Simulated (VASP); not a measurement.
# Ag (Cmce) in VASP: a series of runs, part 2 of 2

VASP 6.6.1.

### Step 4. Relaxation of cell and atoms, PBEsol

This run uses another cell than the first one, of 18.22 Å³/atom.

The input, INCAR:

```
SYSTEM = Ag
ALGO     = Normal         ! electronic algorithm
EDIFF    = 1E-6           ! SCF threshold, eV
EDIFFG   = -0.04          ! ionic threshold
ENCUT    = 600            ! plane-wave cutoff, eV
GGA      = PS             ! functional
IBRION   = 2              ! ionic algorithm
ISIF     = 3              ! what is computed and relaxed
ISMEAR   = 0              ! smearing method
LASPH    = .True.         ! aspherical terms in the spheres
LCHARG   = .False.        ! write CHGCAR
LREAL    = .False.        ! projectors in reciprocal space
LWAVE    = .False.        ! write WAVECAR
NELM     = 100            ! most SCF steps
NSW      = 90             ! ionic steps
PREC     = Accurate       ! precision mode
SIGMA    = 0.1            ! smearing width, eV
```

The input, KPOINTS:

```
k-points
0
Gamma
  6 6 4
  0 0 0
```

The input, POSCAR:

```
Ag
1.0
    2.7344894590     -1.8072883468      0.0000000000
    2.7344894590      1.8072883468      0.0000000000
    0.0000000000      0.0000000000      7.3723795752
Ag
4
Direct
    0.8500000000      0.1500000000      0.1170000000
    0.6500000000      0.3500000000      0.6170000000
    0.1500000000      0.8500000000      0.8830000000
    0.3500000000      0.6500000000      0.3830000000
```

Potentials or basis: VASP PAW PBE potentials, release 64 (Ag).

Run with:

```bash
cat potpaw_PBE.64/Ag/POTCAR > POTCAR
mpirun -np 1 vasp_std > vasp.out
```

OUTCAR:

```text
SYSTEM = Ag
   EDIFF = 1E-6
   EDIFFG = -0.04
   ENCUT = 600
   GGA = PS
   IBRION = 2
   ISIF = 3
   ISMEAR = 0
   LASPH = .True.
   LREAL = .False.
   NELM = 100
   NSW = 90
   PREC = Accurate

 ion  position               nearest neighbor table
   1  0.850  0.150  0.117-   3 2.04   4 2.67   4 2.67   3 3.06   3 3.31   3 3.31   4 3.36   4 3.36

   2  0.650  0.350  0.617-   4 2.04   3 2.67   3 2.67   4 3.06   4 3.31   4 3.31   3 3.36   3 3.36

   3  0.150  0.850  0.883-   1 2.04   2 2.67   2 2.67   1 3.06   1 3.31   1 3.31   2 3.36   2 3.36

   4  0.350  0.650  0.383-   2 2.04   1 2.67   1 2.67   2 3.06   2 3.31   2 3.31   1 3.36   1 3.36

  LATTYP: Found a base centered orthorhombic cell.
 ALAT       =     3.6145766936
 B/A-ratio  =     1.5130344108
 C/A-ratio  =     2.0396246089

  Lattice vectors:

 A1 = (  -2.7344894590,  -1.8072883468,   0.0000000000)
 A2 = (   2.7344894590,  -1.8072883468,   0.0000000000)
[... 998 lines left out ...]

 [... further k-points ...]

[... ionic steps 4 to 25 ...]

--------------------------------------- Ionic step       26  -------------------------------------------

 number of electron      44.0000018 magnetization

------------------------ aborting loop because EDIFF is reached ----------------------------------------
[... 71 lines left out ...]
--------------------------------------- Ionic step       28  -------------------------------------------

 number of electron      44.0000016 magnetization

 Free energy of the ion-electron system (eV)
  ---------------------------------------------------
  ext. energy  EPLUGINS =         0.00000000
  ---------------------------------------------------
  free energy    TOTEN  =       -13.12307467 eV

  energy without entropy =      -13.11271874  energy(sigma->0) =      -13.11789670

 E-fermi :   8.5533     XC(G=0): -12.5520

 val. band max:        8.5459466977   @ k =   0.5000   0.1667   0.2500
 cond. band min:       8.6231172444   @ k =  -0.3333   0.3333   0.2500
 fundamental gap:      0.0771705467
 Fermi energy:         8.5533181541

 k-point     1 :       0.0000    0.0000    0.0000
  band No.  band energies     occupation
      1       0.5540      2.00000
      2       1.9748      2.00000
      3       2.1179      2.00000
      4       2.3548      2.00000
      5       2.3568      2.00000
      6       2.7993      2.00000
[... 718 lines left out ...]
  FREE ENERGIE OF THE ION-ELECTRON SYSTEM (eV)
  ---------------------------------------------------
  free  energy   TOTEN  =       -13.1230746657 eV

  energy  without entropy=      -13.1127187429  energy(sigma->0) =      -13.11789670

 reached required accuracy - stopping structural energy minimisation
```

OSZICAR:

```text
N       E                     dE             d eps       ncg     rms          rms(c)
DAV:   1     0.312780878232E+03    0.31278E+03   -0.25057E+04  2028   0.187E+03
DAV:   2     0.379144328366E+00   -0.31240E+03   -0.30262E+03  2106   0.384E+02
DAV:   3    -0.779914203459E+01   -0.81783E+01   -0.80709E+01  2208   0.647E+01
DAV:   4    -0.785841113976E+01   -0.59269E-01   -0.59068E-01  2134   0.514E+00
[... 246 lines left out ...]
DAV:   2    -0.131241889882E+02    0.58194E-02   -0.17378E-02  2088   0.119E+00    0.216E-01
DAV:   3    -0.131233216401E+02    0.86735E-03   -0.73765E-04  2056   0.221E-01    0.115E-01
DAV:   4    -0.131230728388E+02    0.24880E-03   -0.29080E-04  2054   0.150E-01    0.304E-02
DAV:   5    -0.131230744557E+02   -0.16168E-05   -0.23644E-05  2124   0.407E-02    0.120E-02
DAV:   6    -0.131230746657E+02   -0.21004E-06   -0.18102E-06  1098   0.114E-02
  28 F= -.13123075E+02 E0= -.13117897E+02  d E =-.928318E-03
```

Wall time 29 min (1 thread of Intel Xeon 8259CL, shared host); peak memory 0.27 GiB.

What came out:

```yaml
Free_energy: -13.1231 eV
Relaxed_volume: 16.66 Å³/atom
Relaxed_cell: a = 2.842 Å, b = 2.842 Å, c = 8.253 Å, α = 90.00°, β = 90.00°, γ = 91.03°
Space_group_after_relaxing_to_0.1_Å: Fmmm (No. 69)
Energy_gained_by_relaxing: 1569.1 meV/atom
Ionic_steps: 28
Pressure_after_relaxing: 0.0 GPa
Largest_force_after_relaxing: 0.016 eV/Å
Band_gap_on_the_k_mesh: zero (bands 22 and 23 overlap by 5.86 eV)
```

Forces in eV/Å, atoms in the order of the input:
```
Ag   0.000 -0.010 -0.013
Ag   0.000  0.010 -0.013
Ag   0.000  0.010  0.013
Ag   0.000 -0.010  0.013
```

Stress tensor (GPa, compression positive):
```
 0.26  0.00  0.00
 0.00 -0.18  0.00
 0.00  0.00 -0.08
```

Step by step:
| step | energy change (eV) | largest force (eV/Å) | pressure (GPa) | volume (Å³) |
| --- | --- | --- | --- | --- |
| 1 | 0.0000 | 12.0414 | 30.93 | 72.87 |
| 2 | -3.0053 | 0.8864 | -1.90 | 110.85 |
| 3 | -3.0248 | 0.8892 | -2.09 | 110.06 |
| 4 | -3.0457 | 0.8935 | -2.28 | 109.24 |
| 5 | -3.9028 | 1.4762 | -4.99 | 90.89 |
| 6 | -4.4365 | 1.3904 | -3.24 | 81.82 |
| 7 | -4.2780 | 1.0785 | 2.25 | 77.33 |
| 8 | -4.4413 | 1.3541 | -2.57 | 81.03 |
| 9 | -4.4451 | 1.2927 | -2.05 | 80.45 |
| 10 | -5.1458 | 0.6377 | -5.98 | 78.36 |
| 11 | -5.7011 | 0.3694 | -7.31 | 75.09 |
| 12 | -5.9697 | 0.6089 | 3.50 | 66.15 |
| 13 | -6.0537 | 0.4133 | -3.76 | 70.06 |
| 14 | -6.0821 | 0.3792 | 5.74 | 64.46 |
| 15 | -6.1102 | 0.4000 | 1.32 | 66.67 |
| 16 | -6.1669 | 0.2511 | 1.14 | 66.57 |
| 17 | -6.1925 | 0.3382 | 1.20 | 66.42 |
| 18 | -6.2157 | 0.2067 | -2.05 | 68.13 |
| 19 | -6.2157 | 0.2070 | -2.01 | 68.13 |
| 20 | -6.2372 | 0.1502 | -1.29 | 67.60 |
| 21 | -6.2536 | 0.1909 | 0.05 | 66.74 |
| 22 | -6.2537 | 0.2067 | 0.23 | 66.65 |
| 23 | -6.2622 | 0.1642 | 0.19 | 66.61 |
| 24 | -6.2746 | 0.0632 | 0.32 | 66.47 |
| 25 | -6.2747 | 0.0597 | 0.36 | 66.45 |
| 26 | -6.2753 | 0.0133 | -0.70 | 67.03 |
| 27 | -6.2756 | 0.0291 | -0.26 | 66.81 |
| 28 | -6.2765 | 0.0165 | 0.00 | 66.64 |

Final structure:
```
Ag
1.0
     1.99125   -2.02738    0.00000
     1.99125    2.02738    0.00000
     0.00000    0.00000    8.25311
Ag
4
Direct
  0.74901 0.25099 0.12514
  0.75099 0.24901 0.62514
  0.25099 0.74901 0.87486
  0.24901 0.75099 0.37486
```

Caveat: the PAW data sets were made with another functional, which shifts forces and pressure a little.

### Step 5. Summary

```csv
task,cell,cutoff (eV),gap on the mesh (eV),pressure (GPa),relaxed volume (Å³/atom),largest force (eV/Å)
relaxation of cell and atoms,"relaxed from a = 5.420, b = 5.420, c = 4.312 Å, angles 90.0, 90.0, 145.0°, 4 atoms, atomic positions A",600,none,0.0,17.54,0.04
single point,"a = 5.420, b = 5.420, c = 4.312 Å, angles 90.0, 90.0, 145.0°, 4 atoms, atomic positions A",520,none,70.9,-,11.39
relaxation of cell and atoms,"relaxed from a = 3.278, b = 3.278, c = 7.372 Å, angles 90.0, 90.0, 66.9°, 4 atoms, atomic positions B",600,none,0.0,16.66,0.02
```

Alike in all rows: level PBEsol; potentials or basis VASP PAW PBE potentials, release 64 (Ag); no spin polarisation; k mesh 6 × 6 × 4; smearing gaussian 0.1 eV.

Caveats: some runs use coarse meshes; the PAW data sets were made with another functional, which shifts forces and pressure a little.

Absolute energies hang on the potentials; compare differences alone.
